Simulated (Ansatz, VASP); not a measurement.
GaN: VASP beside Ansatz

```
Ga N
1.0
     0.00000    2.04526    2.04526
     2.04526    0.00000    2.04526
     2.04526    2.04526    0.00000
Ga N
1 1
Direct
  0.00000 0.00000 0.00000
  0.50000 0.50000 0.50000
```

Change from the starting cell: hydrostatic strain -3.0%.

Alike in both runs: task single point; functional PBE; k mesh 10 × 10 × 10; occupations fermi-dirac, width 0.02 eV; no spin polarisation.

```csv
,VASP,Ansatz
version,VASP 6.6.1,Ansatz 0.2.0
potentials or method,"VASP PAW PBE potentials, release 64 (Ga_d, N)","plane waves, PAW"
plane-wave cutoff (eV),520,420
valence electrons in the cell,18,18
```

VASP gave:

| Item | Value |
| --- | --- |
| gap on the k mesh at the Fermi level (eV) | 1.27 |
| pressure (GPa) | 36.9 |

Q: Estimate Ansatz's values.

A: gap on the k mesh at the Fermi level (eV): 1.28; pressure (GPa): 35.8.

Both programs put the cell under a high pressure, so it lies far from rest at this level.
